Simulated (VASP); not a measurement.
# Ti2O (P-3m1) in VASP: a series of runs

Ti2O is run at these levels: LDA; tasks: single point.

All numbers are computed with VASP 6.6.1; they aren't measurements. Logs are shortened: lines on timing, memory, paths and dates and some standing lists are left out, and cuts for length are marked.

## Step 1: The cell of the first run

The structure is trigonal, space group P-3m1 (No. 164). The conventional cell has a = 2.880 Å, b = 2.880 Å, c = 4.649 Å, α = 90.00°, β = 90.00°, γ = 120.00°. Within 2.8 Å of Ti (site symmetry 3m) lie 3 O at 2.11 Å and 3 Ti at 2.65 Å. Within 2.8 Å of O (site symmetry -3m) lie 6 Ti at 2.11 Å.

## Step 2: Single point, LDA

File INCAR:

```
PREC = Accurate
ENCUT = 520
EDIFF = 1E-6
ISMEAR = -1
SIGMA = 0.1
LREAL = F
LASPH = T
NELM = 80
ALGO = Normal
ISIF = 2
LWAVE = F
LCHARG = F
NBANDS = 22
```

File KPOINTS:

```
regular mesh
0
Gamma
  11 11 6
```

File POSCAR:

```
Ti2O
1.0
    2.8799438119      0.0000000000      0.0000000000
   -1.4399719060      2.4941044988      0.0000000000
    0.0000000000      0.0000000000      4.6493030025
Ti O
2 1
Direct
    0.6666666667      0.3333333333      0.2787400000
    0.3333333333      0.6666666667      0.7212600000
    0.0000000000      0.0000000000      0.0000000000
```

Potentials or basis: VASP PAW LDA potentials, release 64 (Ti_sv, O).

Launch:

```sh
cat potpaw_LDA.64/Ti_sv/POTCAR potpaw_LDA.64/O/POTCAR > POTCAR
mpirun -np 1 vasp_std > vasp.out
```

OUTCAR:

```text
PREC = Accurate
   ENCUT = 520
   EDIFF = 1E-6
   ISMEAR = -1
   LREAL = F
   LASPH = T
   NELM = 80
   ISIF = 2

 ion  position               nearest neighbor table
   1  0.667  0.333  0.279-   3 2.11   3 2.11   3 2.11   2 2.65   2 2.65   2 2.65
   2  0.333  0.667  0.721-   3 2.11   3 2.11   3 2.11   1 2.65   1 2.65   1 2.65
   3  0.000  0.000  0.000-   2 2.11   1 2.11   2 2.11   1 2.11   1 2.11   2 2.11

  LATTYP: Found a hexagonal cell.
 ALAT       =     2.8799438119
 C/A-ratio  =     1.6143728163

  Lattice vectors:

 A1 = (   2.8799438119,   0.0000000000,   0.0000000000)
 A2 = (  -1.4399719060,   2.4941044988,   0.0000000000)
 A3 = (   0.0000000000,   0.0000000000,   4.6493030025)

Analysis of symmetry for initial positions (statically):
=====================================================================
 Subroutine PRICEL returns:
 Original cell was already a primitive cell.

 Routine SETGRP: Setting up the symmetry group for a
 hexagonal supercell.

 Subroutine GETGRP returns: Found 12 space group operations
 (whereof 12 operations were pure point group operations)
 out of a pool of 24 trial point group operations.

The static configuration has the point symmetry D_3d.

Analysis of symmetry for dynamics (positions and initial velocities):
=====================================================================
 Subroutine PRICEL returns:
 Original cell was already a primitive cell.

 Routine SETGRP: Setting up the symmetry group for a
 hexagonal supercell.

 Subroutine GETGRP returns: Found 12 space group operations
 (whereof 12 operations were pure point group operations)
 out of a pool of 24 trial point group operations.

The dynamic configuration has the point symmetry D_3d.

 Subroutine INISYM returns: Found 12 space group operations
 (whereof 12 operations are pure point group operations),
 and found     1 'primitive' translations

----------------------------------------------------------------------------------------

                                     Primitive cell

  volume of cell :      33.3954

  direct lattice vectors                    reciprocal lattice vectors
     2.879943812  0.000000000  0.000000000     0.347228997  0.200472755  0.000000000
    -1.439971906  2.494104499  0.000000000     0.000000000  0.400945510  0.000000000
     0.000000000  0.000000000  4.649303002     0.000000000  0.000000000  0.215086003

  length of vectors
[... 83 lines left out ...]
   NELM   =     80;   NELMIN=  2; NELMDL= -5     # of ELM steps
   EDIFF  = 0.1E-05   stopping-criterion for ELM
   LREAL  =      F    real-space projection
   EDIFFG = 0.1E-04   stopping-criterion for IOM
   NSW    =      0    number of steps for IOM
   IBRION =     -1    ionic relax: 0-MD 1-quasi-New 2-CG
   NFREE  =      0    steps in history (QN), initial steepest desc. (CG)
   ISIF   =      2    stress and relaxation
   ISYM   =      2    0-nonsym 1-usesym 2-fastsym
   POTIM  = 0.5000    time-step for ionic-motion
   TEBEG  =    0.0;   TEEND  =   0.0 temperature during run
   PSTRESS=    0.0 pullay stress
   NELECT =      30.0000    total number of electrons
   NUPDOWN=      -1.0000    fix difference up-down
   EMIN   =  10.00;   EMAX   =-10.00  energy-range for DOS
   EFERMI =   0.00;   METHOD = LEGACY
   ISMEAR =    -1;   SIGMA  =   0.10  broadening in eV -4-tet -1-fermi 0-gaus
   EFERMI_NEDOS =   21; number of points for ismear=-14 and -15
   IALGO  =     38    algorithm
   IMIX   =      4    mixing-type and parameters
     AMIX     =   0.40;   BMIX     =  1.00
     AMIX_MAG =   1.60;   BMIX_MAG =  1.00
  volume/ion in A,a.u.               =      11.13        75.12
  Fermi-wavevector in a.u.,A,eV,Ry     =   1.579622  2.985052 33.949319  2.495205
  Thomas-Fermi vector in A             =   2.679973
   LORBIT       =      0    0 simple, 1 ext, 2 COOP (PROOUT), +10 PAW based schemes
   GGA     = CA    functional components
   LHFCALC =     F    Hartree Fock is set to
   AEXX    =    0.0000 exact exchange contribution
   IVDW    =     0    specifies the selected vdW correction
   LEPSILON=     F    determine dielectric tensor
   LRPA    =     F    only Hartree local field effects (RPA)
 non-spin polarized calculation
  energy-cutoff  :      520.00
  volume of cell :       33.40
 maximum number of plane-waves:       917
 NGX is ok and might be reduce to    24
   NGX = 11   NGY = 11   NGZ = 17

 number of electron      30.0000001 magnetization

 Free energy of the ion-electron system (eV)
  ---------------------------------------------------
  ext. energy  EPLUGINS =         0.00000000
  ---------------------------------------------------
  free energy    TOTEN  =       -28.62599984 eV

  energy without entropy =      -28.59540699  energy(sigma->0) =      -28.61070341

 E-fermi :  10.6684     XC(G=0): -13.1123

 val. band max:       10.6664713221   @ k =   0.2727   0.0909   0.3333
 cond. band min:      10.6737713457   @ k =   0.4545  -0.0000   0.3333
 fundamental gap:      0.0073000236
 Fermi energy:        10.6683994348

 k-point     1 :       0.0000    0.0000    0.0000
  band No.  band energies     occupation
      1     -45.7131      2.00000
      2     -45.4887      2.00000
      3     -22.9223      2.00000
      4     -21.9969      2.00000
      5     -21.9969      2.00000
      6     -21.8701      2.00000
[... 589 lines left out ...]
     21      13.8675      0.00000
     22      15.0320      0.00000

 [... further k-points ...]

------------------------ aborting loop because EDIFF is reached ----------------------------------------

  FORCE on cell =-STRESS in cart. coord.  units (eV):
  Direction    XX          YY          ZZ          XY          YZ          ZX
  --------------------------------------------------------------------------------------
  -------------------------------------------------------------------------------------
  Total        1.3188862      1.3188862      2.4235154     -0.0000000      0.0000000     -0.0000000
  in kB       63.2748874     63.2748872    116.2705860     -0.0000000      0.0000000     -0.0000000
  external PRESSURE =      80.9401202 kB  Pullay stress =       0.0000000 kB

 VOLUME and BASIS-vectors are now :
 -----------------------------------------------------------------------------
  energy-cutoff  :      520.00
  volume of cell :       33.40
      direct lattice vectors                 reciprocal lattice vectors
     2.879943812  0.000000000  0.000000000     0.347228997  0.200472755  0.000000000
    -1.439971906  2.494104499  0.000000000     0.000000000  0.400945510  0.000000000
     0.000000000  0.000000000  4.649303002     0.000000000  0.000000000  0.215086003

 POSITION                                       TOTAL-FORCE (eV/Angst)
 -----------------------------------------------------------------------------------
      1.43997      0.83137      1.29595        -0.000000      0.000000     -1.448965
     -0.00000      1.66274      3.35336        -0.000000      0.000000      1.448965
      0.00000      0.00000      0.00000         0.000000      0.000000      0.000000
 -----------------------------------------------------------------------------------
    total drift:                               -0.000000      0.000000      0.000000

  FREE ENERGIE OF THE ION-ELECTRON SYSTEM (eV)
  ---------------------------------------------------
  free  energy   TOTEN  =       -28.6259998426 eV

  energy  without entropy=      -28.5954069861  energy(sigma->0) =      -28.61070341
```

stdout:

```text
POSCAR found type information on POSCAR TiO
 POSCAR found :  2 types and       3 ions
 scaLAPACK will be used
 LDA part: xc-table for (Slater(with rela. corr.)+CA(PZ))
 , standard interpolation
 POSCAR, INCAR and KPOINTS ok, starting setup
 FFT: planning ... GRIDC
 FFT: planning ... GRID_SOFT
 FFT: planning ... GRID
 WAVECAR not read
 entering main loop
```

Run time: 45 s. Hardware: 1 thread of Intel Xeon Platinum 8375C at 2.90GHz (Ice Lake), shared host; peak memory 0.17 GiB.

Results:

- Free energy: -28.6260 eV
- Pressure: 8.1 GPa
- Largest force: 1.449 eV/Å
- Band gap on the k mesh: zero (band 15 reaches 11.14 eV, above the bottom of band 16 at 10.34 eV)

Forces in eV/Å, atoms in the order of the input:
```
Ti   0.000  0.000 -1.449
Ti   0.000  0.000  1.449
O    0.000  0.000  0.000
```

Levels at points of the mesh, in eV from the Fermi level:
| k point | band 13 | band 14 | band 15 | band 16 | band 17 | band 18 |
| --- | --- | --- | --- | --- | --- | --- |
| (0.00, 0.00, 0.00) | -3.53 | -0.41 | 0.37 | 0.45 | 0.45 | 0.98 |
| (0.00, 0.00, 0.50) | -2.08 | -1.41 | 0.07 | 0.07 | 1.51 | 2.10 |

Caveat: forces of over 1 eV/Å act on the atoms, so gaps and moduli don't describe the material at rest.

## Step 3: Single point, LDA

This run uses another cell than the first one, of 11.60 Å³/atom, 1.042 times its volume.

File INCAR:

```
PREC = Accurate
ENCUT = 520
EDIFF = 1E-7
ISMEAR = -1
SIGMA = 0.1
LREAL = F
LASPH = T
NELM = 60
ALGO = Normal
ISIF = 2
LWAVE = F
LCHARG = T
LELF = T
LVHAR = T
NBANDS = 22
```

File KPOINTS:

```
Automatic mesh
0
Gamma
  11 11 6
```

File POSCAR:

```
Ti2O
1.0
    2.9194000000      0.0000000000      0.0000000000
   -1.4597000000      2.5282745600      0.0000000000
    0.0000000000      0.0000000000      4.7130000000
Ti O
2 1
Direct
    0.6666666667      0.3333333333      0.2787400000
    0.3333333333      0.6666666667      0.7212600000
    0.0000000000      0.0000000000      0.0000000000
```

Potentials or basis: VASP PAW LDA potentials, release 64 (Ti_sv, O).

Launch:

```sh
cat potpaw_LDA.64/Ti_sv/POTCAR potpaw_LDA.64/O/POTCAR > POTCAR
mpirun -np 1 vasp_std > vasp.out
```

OUTCAR:

```text
PREC = Accurate
   ENCUT = 520
   EDIFF = 1E-7
   ISMEAR = -1
   LREAL = F
   LASPH = T
   NELM = 60
   ISIF = 2

 ion  position               nearest neighbor table
   1  0.667  0.333  0.279-   3 2.14   3 2.14   3 2.14   2 2.68   2 2.68   2 2.68
   2  0.333  0.667  0.721-   3 2.14   3 2.14   3 2.14   1 2.68   1 2.68   1 2.68
   3  0.000  0.000  0.000-   2 2.14   1 2.14   2 2.14   1 2.14   1 2.14   2 2.14

  LATTYP: Found a hexagonal cell.
 ALAT       =     2.9194000000
 C/A-ratio  =     1.6143728163

  Lattice vectors:

 A1 = (   2.9194000000,   0.0000000000,   0.0000000000)
 A2 = (  -1.4597000000,   2.5282745600,   0.0000000000)
 A3 = (   0.0000000000,   0.0000000000,   4.7130000000)

Analysis of symmetry for initial positions (statically):
=====================================================================
 Subroutine PRICEL returns:
 Original cell was already a primitive cell.

 Routine SETGRP: Setting up the symmetry group for a
 hexagonal supercell.

 Subroutine GETGRP returns: Found 12 space group operations
[... 157 lines left out ...]
 number of electron      29.9999990 magnetization

 Free energy of the ion-electron system (eV)
  ---------------------------------------------------
  ext. energy  EPLUGINS =         0.00000000
  ---------------------------------------------------
  free energy    TOTEN  =       -28.65611140 eV

  energy without entropy =      -28.62457750  energy(sigma->0) =      -28.64034445

 E-fermi :  10.1531     XC(G=0): -12.8916

 val. band max:       10.1511681020   @ k =   0.0909   0.0909   0.1667
 cond. band min:      10.1585469910   @ k =   0.2727   0.0909   0.3333
 fundamental gap:      0.0073788889
 Fermi energy:        10.1531334891

 k-point     1 :       0.0000    0.0000    0.0000
  band No.  band energies     occupation
      1     -46.2901      2.00000
      2     -46.0989      2.00000
      3     -23.4189      2.00000
      4     -22.6162      2.00000
      5     -22.6162      2.00000
      6     -22.5011      2.00000
[... 589 lines left out ...]
     21      13.1746      0.00000
     22      14.2733      0.00000

 [... further k-points ...]
[... 5 lines left out ...]
  --------------------------------------------------------------------------------------
  -------------------------------------------------------------------------------------
  Total       -0.5728835     -0.5728835      0.3848351      0.0000000     -0.0000000      0.0000000
  in kB      -26.3852738    -26.3852737     17.7243364      0.0000000     -0.0000000      0.0000000
  external PRESSURE =     -11.6820704 kB  Pullay stress =       0.0000000 kB

 VOLUME and BASIS-vectors are now :
 -----------------------------------------------------------------------------
  energy-cutoff  :      520.00
  volume of cell :       34.79
      direct lattice vectors                 reciprocal lattice vectors
     2.919400000  0.000000000  0.000000000     0.342536138  0.197763332  0.000000000
    -1.459700000  2.528274560  0.000000000     0.000000000  0.395526663  0.000000000
     0.000000000  0.000000000  4.713000000     0.000000000  0.000000000  0.212179079

 POSITION                                       TOTAL-FORCE (eV/Angst)
 -----------------------------------------------------------------------------------
      1.45970      0.84276      1.31370        -0.000000     -0.000000     -1.426284
     -0.00000      1.68552      3.39930         0.000000      0.000000      1.426284
      0.00000      0.00000      0.00000         0.000000      0.000000      0.000000
 -----------------------------------------------------------------------------------
    total drift:                               -0.000000      0.000000      0.000000

  FREE ENERGIE OF THE ION-ELECTRON SYSTEM (eV)
  ---------------------------------------------------
  free  energy   TOTEN  =       -28.6561114039 eV

  energy  without entropy=      -28.6245775016  energy(sigma->0) =      -28.64034445
```

OSZICAR:

```text
N       E                     dE             d eps       ncg     rms          rms(c)
DAV:   1     0.340723117831E+03    0.34072E+03   -0.15271E+04  3696   0.171E+03
DAV:   2     0.811082446910E+01   -0.33261E+03   -0.31796E+03  3912   0.480E+02
DAV:   3    -0.299206369333E+02   -0.38031E+02   -0.37124E+02  5804   0.144E+02
DAV:   4    -0.326594714487E+02   -0.27388E+01   -0.27224E+01  4908   0.347E+01
DAV:   5    -0.327658593251E+02   -0.10639E+00   -0.10638E+00  4930   0.587E+00    0.173E+01
DAV:   6    -0.289055275237E+02    0.38603E+01   -0.20203E+01  4946   0.434E+01    0.562E+00
DAV:   7    -0.286758143580E+02    0.22971E+00   -0.18372E+00  5206   0.107E+01    0.330E+00
DAV:   8    -0.286537208623E+02    0.22093E-01   -0.22928E-01  4768   0.409E+00    0.104E+00
DAV:   9    -0.286550289446E+02   -0.13081E-02   -0.44089E-02  5314   0.204E+00    0.481E-01
DAV:  10    -0.286561001932E+02   -0.10712E-02   -0.71718E-03  4658   0.715E-01    0.826E-02
DAV:  11    -0.286561231440E+02   -0.22951E-04   -0.65963E-04  5682   0.313E-01    0.426E-02
DAV:  12    -0.286561160678E+02    0.70762E-05   -0.11759E-04  4484   0.109E-01    0.108E-02
DAV:  13    -0.286561116346E+02    0.44332E-05   -0.12085E-05  4464   0.420E-02    0.438E-03
DAV:  14    -0.286561113884E+02    0.24616E-06   -0.16689E-06  5524   0.124E-02    0.138E-03
DAV:  15    -0.286561114039E+02   -0.15504E-07   -0.10680E-07  2510   0.276E-03
   1 F= -.28656111E+02 E0= -.28640344E+02  d E =-.315339E-01
```

Wall time 47 s (1 thread of Intel Xeon Platinum 8375C at 2.90GHz (Ice Lake), shared host); peak memory 0.17 GiB.

What came out:

```yaml
Free_energy: -28.6561 eV
Pressure: -1.2 GPa
Largest_force: 1.426 eV/Å
Band_gap_on_the_k_mesh: zero (band 15 reaches 10.60 eV, above the bottom of band 16 at 9.82 eV)
```

Forces on the atoms (eV/Å):
```
Ti   0.000  0.000 -1.426
Ti   0.000  0.000  1.426
O    0.000  0.000  0.000
```

Caveat: forces of over 1 eV/Å act on the atoms, so gaps and moduli don't describe the material at rest.

## Step 4: Single point, LDA

This run uses another cell than the first one, of 12.06 Å³/atom, 1.083 times its volume.

File INCAR:

```
  PREC = Accurate
  ENCUT = 520
  EDIFF = 1E-7
  ISMEAR = -1
  SIGMA = 0.1
  LREAL = F
  LASPH = T
  NELM = 60
  ALGO = Normal
  ISIF = 2
  LWAVE = F
  LCHARG = F
  GGA = CA
  NBANDS = 22
```

File KPOINTS:

```
regular mesh
0
Gamma
  11 11 6
```

File POSCAR:

```
Ti2O
1.0
    2.9578175635      0.0000000000      0.0000000000
   -1.4789087818      2.5615451459      0.0000000000
    0.0000000000      0.0000000000      4.7750202702
Ti O
2 1
Direct
    0.6666666667      0.3333333333      0.2787400000
    0.3333333333      0.6666666667      0.7212600000
    0.0000000000      0.0000000000      0.0000000000
```

Launch:

```sh
cat potpaw_LDA.64/Ti_sv/POTCAR potpaw_LDA.64/O/POTCAR > POTCAR
mpirun -np 1 vasp_std > vasp.out
```

It took 55 s on 1 thread of Intel Xeon Platinum 8375C at 2.90GHz (Ice Lake), shared host; peak memory 0.17 GiB.

It converged, with:

```
Free energy            : -28.6137 eV
Pressure               : -8.7 GPa
Largest force          : 1.391 eV/Å
Band gap on the k mesh : zero (band 15 reaches 10.10 eV, above the bottom of band 16 at 9.33 eV)
```

Forces on the atoms (eV/Å):
```
Ti   0.000  0.000 -1.391
Ti   0.000  0.000  1.391
O    0.000  0.000  0.000
```

Stress tensor (GPa, compression positive):
```
-9.88  0.00  0.00
 0.00 -9.88  0.00
 0.00  0.00 -6.25
```

Levels at points of the mesh, in eV from the Fermi level:
```tsv
k point	band 12	band 13	band 14	band 15	band 16	band 17	band 18	band 19
(0.00, 0.00, 0.00)	-5.56	-3.64	-0.40	0.34	0.41	0.41	0.88	0.88
(0.00, 0.00, 0.50)	-5.65	-1.93	-1.56	0.08	0.08	1.35	1.86	1.86
```

Caveat: forces of over 1 eV/Å act on the atoms, so gaps and moduli don't describe the material at rest.

## Step 5: Overview

```tsv
cell	gap on the mesh (eV)	pressure (GPa)	largest force (eV/Å)
a = 2.880, b = 2.880, c = 4.649 Å, angles 90.0, 90.0, 120.0°, 3 atoms	none	8.1	1.45
a = 2.919, b = 2.919, c = 4.713 Å, angles 90.0, 90.0, 120.0°, 3 atoms	none	-1.2	1.43
a = 2.958, b = 2.958, c = 4.775 Å, angles 90.0, 90.0, 120.0°, 3 atoms	none	-8.7	1.39
```

Alike in all rows: task single point; level LDA; potentials or basis VASP PAW LDA potentials, release 64 (Ti_sv, O); no spin polarisation; k mesh 11 × 11 × 6; cutoff (eV) 520; smearing fermi-dirac 0.1 eV.

Caveats: forces of over 1 eV/Å act on the atoms, so gaps and moduli don't describe the material at rest.

Total energies depend on the potentials used, so only differences within one code and one set of settings carry meaning.
